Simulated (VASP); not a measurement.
Here is a VASP 6.6.1 calculation.

The input INCAR:

```
SYSTEM = HfN
ALGO = Normal ; EDIFF = 1E-8
ENCUT = 520 ; GGA = PE
ISIF = 2 ; ISMEAR = -1
LASPH = .True. ; LCHARG = .False.
LEFG = .True. ; LREAL = .False.
LWAVE = .False. ; NBANDS = 14
NELM = 100 ; PREC = Accurate
SIGMA = 0.05
```

Contents of KPOINTS:

```
k-points
0
Gamma
  9 9 9
  0 0 0
```

The input POSCAR:

```
HfN
1.0
    2.8250300000      0.0000000000      0.0000000000
    0.0000000000      2.8250300000      0.0000000000
    0.0000000000      0.0000000000      2.8250300000
Hf N
1 1
Direct
    0.5000000000      0.5000000000      0.5000000000
    0.0000000000      0.0000000000      0.0000000000
```

Potentials or basis: VASP PAW PBE potentials, release 64 (Hf_pv, N).

Run with:

```sh
$ cat potpaw_PBE.64/Hf_pv/POTCAR potpaw_PBE.64/N/POTCAR > POTCAR
$ mpirun -np 1 vasp_std > vasp.out
```

Problem. Predict the pressure.

Solution. -2.5 GPa.

Caveat: without QUAD_EFG the Cq values of the log hold for a quadrupole moment of 1 mb, not for the nuclei.
